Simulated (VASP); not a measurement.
# Al9N8 in VASP: single point with PBE+D3(BJ)

Aim: the single point of Al9N8 with PBE+D3(BJ).

Everything below comes from runs of VASP 6.6.1. Logs are shortened: lines on timing, memory, paths and dates and some standing lists are left out, and cuts for length are marked.

## Step 1: The cell of the first run

The cell holds a slab with vacuum, 17 atoms: a = 6.162 Å, b = 6.162 Å, c = 17.437 Å, α = 90.00°, β = 90.00°, γ = 120.00°.

## Step 2: Single point, PBE+D3(BJ), collinear spin, zero start

INCAR

```
SYSTEM = Al9N8
  PREC = Accurate
  ENCUT = 520
  EDIFF = 1E-6
  ISMEAR = -1
  SIGMA = 0.02
  LREAL = Auto
  LASPH = .TRUE.
  NELM = 150
  ALGO = Normal
  ISIF = 2
  LWAVE = .FALSE.
  LCHARG = .FALSE.
  ISPIN = 2
  MAGMOM = 0 0 0 0 0 0 0 0 0 0 0 0 0 0 0 0 0
  LORBIT = 11
  GGA = PE
  IVDW = 12
  NBANDS = 52
```

KPOINTS

```
regular mesh
0
G
  3 3 1
  0 0 0
```

POSCAR

```
Al9N8
1.0
    6.1620000000      0.0000000000      0.0000000000
   -3.0810000000      5.3364490000      0.0000000000
    0.0000000000      0.0000000000     17.4373420000
Al N
9 8
Direct
    0.1666666354      0.3333332709      0.0573481899
    0.3084021863      0.1515745770      0.2044264544
    0.1666666823      0.8333333646      0.0573481899
    0.3303248084      0.6696230021      0.2066206535
    0.6666666354      0.3333332709      0.0573481899
    0.8525147677      0.1472531640      0.2133453596
    0.6666666823      0.8333333646      0.0573481899
    0.8482080382      0.6915585626      0.2043513283
    0.1464437349     -0.1474789696      0.3372355718
    0.1706071848      0.3409988552      0.1646620798
    0.0088013513     -0.0087725002      0.2788879177
    0.1702322079      0.8295874279      0.1598752837
    0.3039444902      0.6971512330      0.3100745515
    0.6696367722      0.3303897404      0.1946332188
    1.0832792279      0.8831631296      0.5128652635
    0.6588545035      0.8293211460      0.1646063374
    1.1087463695      0.8744005611      0.4496260382
```

Potentials or basis: VASP PAW PBE potentials, release 64 (Al, N).

Launch:

```console
$ cat potpaw_PBE.64/Al/POTCAR potpaw_PBE.64/N/POTCAR > POTCAR
$ mpirun -np 1 vasp_std > vasp.out
```

OUTCAR:

```text
SYSTEM = Al9N8
   PREC = Accurate
   ENCUT = 520
   EDIFF = 1E-6
   ISMEAR = -1
   LREAL = Auto
   LASPH = .TRUE.
   NELM = 150
   ISIF = 2
   ISPIN = 2
   LORBIT = 11
   GGA = PE
   IVDW = 12
 IVDW          = 12

 ion  position               nearest neighbor table
   1  0.167  0.333  0.057-  10 1.87   7 3.08   3 3.08   5 3.08   5 3.08   3 3.08   7 3.08   2 3.09
                             4 3.16   6 3.20
   2  0.308  0.152  0.204-  10 1.89  12 1.89  14 1.94  11 2.06   6 2.80   9 2.81   8 2.84   4 3.04
                             3 3.08   1 3.09   4 3.13   5 3.20   8 3.33
   3  0.167  0.833  0.057-  12 1.79   8 3.08   2 3.08   5 3.08   1 3.08   7 3.08   7 3.08   1 3.08
                             5 3.08   4 3.13
   4  0.330  0.670  0.207-  13 1.83  12 1.89  16 1.90  10 1.90   9 3.00   2 3.04   8 3.04   6 3.09
                             6 3.09   8 3.13   2 3.13   3 3.13   1 3.16   7 3.16
   5  0.667  0.333  0.057-  14 2.39   3 3.08   7 3.08   1 3.08   1 3.08   7 3.08   3 3.08   8 3.20
                             2 3.20
   6  0.853  0.147  0.213-  16 1.91  10 1.91  14 1.98  11 2.02   8 2.80   2 2.80   4 3.09   4 3.09
                             7 3.20   1 3.20
   7  0.667  0.833  0.057-  16 1.87   1 3.08   5 3.08   3 3.08   3 3.08   5 3.08   1 3.08   8 3.09
                             4 3.16   6 3.20
   8  0.848  0.692  0.204-  16 1.88  12 1.89  14 1.93  11 2.06   6 2.80   9 2.81   2 2.84   4 3.04
                             3 3.08   7 3.09   4 3.13   5 3.20   2 3.33
   9  0.146  0.853  0.337-  13 1.74  11 1.79  17 1.99   8 2.81   2 2.81   4 3.00
  10  0.171  0.341  0.165-   1 1.87   2 1.89   4 1.90   6 1.91
  11  0.009  0.991  0.279-   9 1.79   6 2.02   2 2.06   8 2.06
  12  0.170  0.830  0.160-   3 1.79   8 1.89   2 1.89   4 1.89
  13  0.304  0.697  0.310-   9 1.74   4 1.83
  14  0.670  0.330  0.195-   8 1.93   2 1.94   6 1.98   5 2.39
  15  0.083  0.883  0.513-  17 1.12
  16  0.659  0.829  0.165-   7 1.87   8 1.88   4 1.90   6 1.91
  17  0.109  0.874  0.450-  15 1.12   9 1.99

  LATTYP: Found a hexagonal cell.
 ALAT       =     6.1620000000
 C/A-ratio  =     2.8298185654

  Lattice vectors:

 A1 = (   6.1620000000,   0.0000000000,   0.0000000000)
 A2 = (  -3.0810000000,   5.3364490000,   0.0000000000)
 A3 = (   0.0000000000,   0.0000000000,  17.4373420000)

Analysis of symmetry for initial positions (statically):
=====================================================================
 Subroutine PRICEL returns:
 Original cell was already a primitive cell.

 Routine SETGRP: Setting up the symmetry group for a
 hexagonal supercell.

 Subroutine GETGRP returns: Found  1 space group operations
 (whereof  1 operations were pure point group operations)
 out of a pool of 24 trial point group operations.

The static configuration has the point symmetry C_1 .

Analysis of symmetry for dynamics (positions and initial velocities):
=====================================================================
 Subroutine PRICEL returns:
 Original cell was already a primitive cell.

 Routine SETGRP: Setting up the symmetry group for a
 hexagonal supercell.

 Subroutine GETGRP returns: Found  1 space group operations
 (whereof  1 operations were pure point group operations)
 out of a pool of 24 trial point group operations.

The dynamic configuration has the point symmetry C_1 .

Analysis of structural, dynamic, and magnetic symmetry:
=====================================================================
 Subroutine PRICEL returns:
 Original cell was already a primitive cell.

 Routine SETGRP: Setting up the symmetry group for a
 hexagonal supercell.

 Subroutine GETGRP returns: Found  1 space group operations
 (whereof  1 operations were pure point group operations)
 out of a pool of 24 trial point group operations.

The overall configuration has the point symmetry C_1 .

 Subroutine INISYM returns: Found  1 space group operations
 (whereof  1 operations are pure point group operations),
 and found     1 'primitive' translations

----------------------------------------------------------------------------------------

                                     Primitive cell

  volume of cell :     573.3956

  direct lattice vectors                    reciprocal lattice vectors
     6.162000000  0.000000000  0.000000000     0.162284972  0.093695264  0.000000000
    -3.081000000  5.336449000  0.000000000     0.000000000  0.187390529  0.000000000
[... 86 lines left out ...]
   PREC   = accura    normal or accurate (medium, high low for compatibility)
   ISTART =      0    job   : 0-new  1-cont  2-samecut
   ICHARG =      2    charge: 1-file 2-atom 10-const
   ISPIN  =      2    spin polarized calculation?
   LNONCOLLINEAR =      F non collinear calculations
   LSORBIT =      F    spin-orbit coupling
   LASPH  =      T    aspherical Exc in radial PAW
   ENCUT  =  520.0 eV  38.22 Ry    6.18 a.u.  11.46 11.46 32.42*2*pi/ulx,y,z
   NELM   =    150;   NELMIN=  2; NELMDL= -5     # of ELM steps
   EDIFF  = 0.1E-05   stopping-criterion for ELM
   LREAL  =      T    real-space projection
   EDIFFG = 0.1E-04   stopping-criterion for IOM
   NSW    =      0    number of steps for IOM
   IBRION =     -1    ionic relax: 0-MD 1-quasi-New 2-CG
   NFREE  =      0    steps in history (QN), initial steepest desc. (CG)
   ISIF   =      2    stress and relaxation
   ISYM   =      2    0-nonsym 1-usesym 2-fastsym
   POTIM  = 0.5000    time-step for ionic-motion
   TEBEG  =    0.0;   TEEND  =   0.0 temperature during run
   PSTRESS=    0.0 pullay stress
   NELECT =      67.0000    total number of electrons
   NUPDOWN=      -1.0000    fix difference up-down
   EMIN   =  10.00;   EMAX   =-10.00  energy-range for DOS
   EFERMI =   0.00;   METHOD = LEGACY
   ISMEAR =    -1;   SIGMA  =   0.02  broadening in eV -4-tet -1-fermi 0-gaus
   EFERMI_NEDOS =   21; number of points for ismear=-14 and -15
   IALGO  =     38    algorithm
   IMIX   =      4    mixing-type and parameters
     AMIX     =   0.40;   BMIX     =  1.00
     AMIX_MAG =   1.60;   BMIX_MAG =  1.00
  volume/ion in A,a.u.               =      33.73       227.62
  Fermi-wavevector in a.u.,A,eV,Ry     =   0.800353  1.512448  8.715418  0.640565
  Thomas-Fermi vector in A             =   1.907633
   LORBIT       =     11    0 simple, 1 ext, 2 COOP (PROOUT), +10 PAW based schemes
   GGA     = PE    functional components
   LHFCALC =     F    Hartree Fock is set to
   AEXX    =    0.0000 exact exchange contribution
   IVDW    =    12    specifies the selected vdW correction
   LEPSILON=     F    determine dielectric tensor
   LRPA    =     F    only Hartree local field effects (RPA)
 spin polarized calculation
  energy-cutoff  :      520.00
  volume of cell :      573.40
 maximum number of plane-waves:     15461
 NGX is ok and might be reduce to    48
   NGX = 23   NGY = 23   NGZ = 65

 number of electron      67.0000004 magnetization       0.0000228

 number of electron      67.0000004 magnetization      -0.0000315

 Free energy of the ion-electron system (eV)
  ---------------------------------------------------
  ext. energy  EPLUGINS =         0.00000000
  ---------------------------------------------------
  free energy    TOTEN  =      -106.17614453 eV

  energy without entropy =     -106.16184958  energy(sigma->0) =     -106.16899706

 E-fermi :   0.2627     XC(G=0):  -4.9936

 val. band max:        0.2543421367   @ k =   0.3333   0.3333   0.0000
 cond. band min:       0.3147881834   @ k =   0.0000   0.3333   0.0000
 fundamental gap:      0.0604460466
 Fermi energy:         0.2627222787

 spin component 1

 k-point     1 :       0.0000    0.0000    0.0000
  band No.  band energies     occupation
      1     -25.0878      1.00000
      2     -16.1168      1.00000
      3     -14.5615      1.00000
      4     -14.4449      1.00000
      5     -14.2098      1.00000
      6     -13.9577      1.00000
[... 229 lines left out ...]
     44       4.0982      0.00000
     45       4.5074      0.00000
 Fermi energy:         0.2627222787

 spin component 2

 k-point     1 :       0.0000    0.0000    0.0000
  band No.  band energies     occupation
      1     -25.0878      1.00000
      2     -16.1168      1.00000
      3     -14.5615      1.00000
      4     -14.4449      1.00000
      5     -14.2098      1.00000
      6     -13.9577      1.00000
[... 229 lines left out ...]
     44       4.0982      0.00000
     45       4.5074      0.00000
 [bands above 45 left out]

------------------------ aborting loop because EDIFF is reached ----------------------------------------

 Edisp (eV)   -2.58573

 E8    (eV) :    -1.0713

  FORCE on cell =-STRESS in cart. coord.  units (eV):
  Direction    XX          YY          ZZ          XY          YZ          ZX
  --------------------------------------------------------------------------------------
  -------------------------------------------------------------------------------------
  Total     -12.77495   -12.69074     1.31302     0.09381     0.05941    -0.23768
  in kB     -35.69567   -35.46037     3.66882     0.26211     0.16600    -0.66413
  external pressure =      -22.50 kB  Pullay stress =        0.00 kB

 VOLUME and BASIS-vectors are now :
 -----------------------------------------------------------------------------
  energy-cutoff  :      520.00
  volume of cell :      573.40
      direct lattice vectors                 reciprocal lattice vectors
     6.162000000  0.000000000  0.000000000     0.162284972  0.093695264  0.000000000
    -3.081000000  5.336449000  0.000000000     0.000000000  0.187390529  0.000000000
     0.000000000  0.000000000 17.437342000     0.000000000  0.000000000  0.057348190

 POSITION                                       TOTAL-FORCE (eV/Angst)
 -----------------------------------------------------------------------------------
     -0.00000      1.77882      1.00000        -0.054775      0.112522      0.118718
      1.43337      0.80887      3.56465        -0.000917      0.014194     -0.044896
     -1.54050      4.44704      1.00000         0.093642     -0.053945     -1.130008
     -0.02765      3.57341      3.60291         0.008488     -0.005923     -0.069395
      3.08100      1.77882      1.00000         0.088403     -0.051448      0.836211
      4.79951      0.78581      3.72018         0.000391      0.006204     -0.046960
[... 9 lines left out ...]
      1.50472      4.42563      2.87030        -0.002351     -0.002591      0.060433
     -2.02393      4.66619      7.84028         0.220221     -0.070209     -1.278491
 -----------------------------------------------------------------------------------
    total drift:                               -0.000903      0.000707      0.001068

  FREE ENERGIE OF THE ION-ELECTRON SYSTEM (eV)
  ---------------------------------------------------
  free  energy   TOTEN  =      -108.7618782451 eV

  energy  without entropy=     -108.7475832979  energy(sigma->0) =     -108.75473077

 total charge

# of ion       s       p       d       tot
------------------------------------------
    1        0.428   0.314   0.000   0.742
    2        0.364   0.409   0.000   0.772
    3        0.430   0.340   0.000   0.770
    4        0.368   0.444   0.000   0.812
    5        0.458   0.246   0.000   0.703
    6        0.351   0.379   0.000   0.730
[... 9 lines left out ...]
   16        1.233   2.622   0.000   3.855
   17        1.333   2.591   0.000   3.924
--------------------------------------------------
tot         13.731  23.610   0.000  37.341

 magnetization (x)

# of ion       s       p       d       tot
------------------------------------------
    1        0.000   0.000   0.000   0.000
    2        0.000   0.000   0.000   0.000
    3        0.000   0.000   0.000   0.000
    4        0.000   0.000   0.000   0.000
    5        0.000   0.000   0.000   0.000
    6        0.000   0.000   0.000   0.000
[... 9 lines left out ...]
   16        0.000   0.000   0.000   0.000
   17        0.000   0.000   0.000   0.000
--------------------------------------------------
tot          0.000   0.000   0.000   0.000
```

Run time: 9.3 min. Hardware: 1 thread of AMD EPYC 9R45 (Zen 5), shared host; peak memory 0.92 GiB.

Results:

- Free energy: -108.7619 eV
- Largest force: 1.299 eV/Å
- Net moment: 0.00 μB per cell
- Valence electrons inside the program's atomic spheres: Al 0.74, 0.77, 0.81, 0.70, 0.73, 0.84 (each value once); N 3.85, 3.74, 3.89, 3.68, 3.70, 3.81, 3.92 (each value once)
- Dispersion energy per atom: -0.152 eV

Forces on the atoms (eV/Å):
```
Al  -0.055  0.113  0.119
Al  -0.001  0.014 -0.045
Al   0.094 -0.054 -1.130
Al   0.008 -0.006 -0.069
Al   0.088 -0.051  0.836
Al   0.000  0.006 -0.047
Al  -0.126 -0.009  0.106
Al  -0.007 -0.009 -0.043
Al  -0.022  0.013 -0.013
N    0.002  0.007  0.052
N   -0.006 -0.001  0.036
N    0.007 -0.002  0.060
N    0.013 -0.007  0.049
N   -0.003 -0.004  0.038
N   -0.212  0.063  1.268
N   -0.002 -0.003  0.060
N    0.220 -0.070 -1.278
```

Caveat: the k points lie up to 0.39 Å⁻¹ apart; the standard files for N, O and F lose accuracy on very short bonds; there is no dipole correction, which matters where the two faces differ; no moment was typed at the start, so none could form.
